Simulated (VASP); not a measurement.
Input of a VASP 6.6.1 run:

File INCAR:

```
PREC = Accurate
ENCUT = 520
EDIFF = 1E-6
ISMEAR = -1
SIGMA = 0.1
LREAL = False
LASPH = True
NELM = 100
ALGO = Normal
ISIF = 2
LWAVE = False
LCHARG = True
GGA = PS
LELF = True
LVHAR = True
NBANDS = 14
```

Contents of KPOINTS:

```
regular mesh
0
Gamma
  24 24 24
```

POSCAR

```
Rh
1.0
    0.0000000000      1.8865995699      1.8865995699
    1.8865995699      0.0000000000      1.8865995699
    1.8865995699      1.8865995699      0.0000000000
Rh
1
Direct
    0.0000000000      0.0000000000      0.0000000000
```

Potentials or basis: VASP PAW PBE potentials, release 64 (Rh_pv).

Command:

```bash
$ cat potpaw_PBE.64/Rh_pv/POTCAR > POTCAR
$ mpirun -np 1 vasp_std > vasp.out
```

(1) What does it give for the band gap on the k mesh?

(2) What does it give for the pressure?

Answers

(1) zero (an odd number of electrons rules out a gap without spin polarisation).

(2) 1.9 GPa.

Caveat: the PAW data sets were made with another functional, which shifts forces and pressure a little.
